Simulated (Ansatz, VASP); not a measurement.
KTaO3 in VASP and in Ansatz

Contents of INCAR:

```
PREC = Accurate ; ENCUT = 520
EDIFF = 1E-7 ; ISMEAR = -1
SIGMA = 0.01 ; LREAL = False
LASPH = True ; NELM = 60
ALGO = Normal ; ISIF = 2
LWAVE = False ; LCHARG = True
GGA = CA ; LELF = True
LVHAR = True ; NBANDS = 27
```

The input KPOINTS:

```
Automatic mesh
0
Gamma
  5 5 5
```

POSCAR

```
KTaO3
1.0
    3.9883000000      0.0000000000      0.0000000000
    0.0000000000      3.9883000000      0.0000000000
    0.0000000000      0.0000000000      4.1079490000
K Ta O
1 1 3
Direct
    0.5000000000      0.5000000000      0.5000000000
    0.0000000000      0.0000000000      0.0000000000
    0.5000000000      0.0000000000      0.0000000000
    0.0000000000      0.5000000000      0.0000000000
    0.0000000000      0.0000000000      0.5000000000
```

Input for Ansatz:

```yaml
crystal:
  lattice:
    - [3.9883, 0.0, 0.0]
    - [0.0, 3.9883, 0.0]
    - [0.0, 0.0, 4.107949]
  atoms:
    - { symbol: K, position: [0.5, 0.5, 0.5] }
    - { symbol: Ta, position: [0.0, 0.0, 0.0] }
    - { symbol: O, position: [0.5, 0.0, 0.0] }
    - { symbol: O, position: [0.0, 0.5, 0.0] }
    - { symbol: O, position: [0.0, 0.0, 0.5] }
kpoints:
  mp_grid: { grid: [5, 5, 5] }
  band_path:
    path:
      - [0.0, 0.0, 0.0]
      - [0.0, 0.5, 0.0]
      - [0.5, 0.5, 0.0]
      - [0.0, 0.0, 0.0]
      - [0.0, 0.0, 0.5]
      - [0.0, 0.5, 0.5]
      - [0.5, 0.5, 0.5]
      - [0.0, 0.0, 0.5]
      - [0.0, 0.5, 0.0]
    npoints: 5
scf:
  occupations: { method: fermi_dirac, width: 0.01 }
hamiltonian:
  xc: lda
  pseudopotentials: { kind: all_electron, lapw: { basis_error: 0.0005 } }
output:
  forces: true
  stress: true
  eigenvalues: true
```

Change from the starting cell: zz strain of +3 %.

Alike in both runs: task single point; functional LDA; k mesh 5 × 5 × 5; occupations fermi-dirac, width 0.01 eV; no spin polarisation.

|  | VASP | Ansatz |
| --- | --- | --- |
| version | VASP 6.6.1 | Ansatz 0.2.0 |
| potentials or method | VASP PAW LDA potentials, release 64 (K_sv, Ta_pv, O), cutoff 520 eV | all-electron LAPW, scalar-relativistic |

|  | VASP | Ansatz | Ansatz less VASP |
| --- | --- | --- | --- |
| gap on the k mesh at the Fermi level (eV) | 2.04 | 2.10 | +0.056 |
| pressure (GPa) | -9.6 | -10.5 | -0.94 |
| traceless stress, the component that is largest in VASP (GPa) | -6.22 | -6.07 | +0.156 |

LDA's correlation is that of Perdew and Zunger in VASP and of Perdew and Wang (1992) in Ansatz. Ansatz ran all-electron here, and VASP with PAW potentials.

Spin-orbit coupling is off throughout.
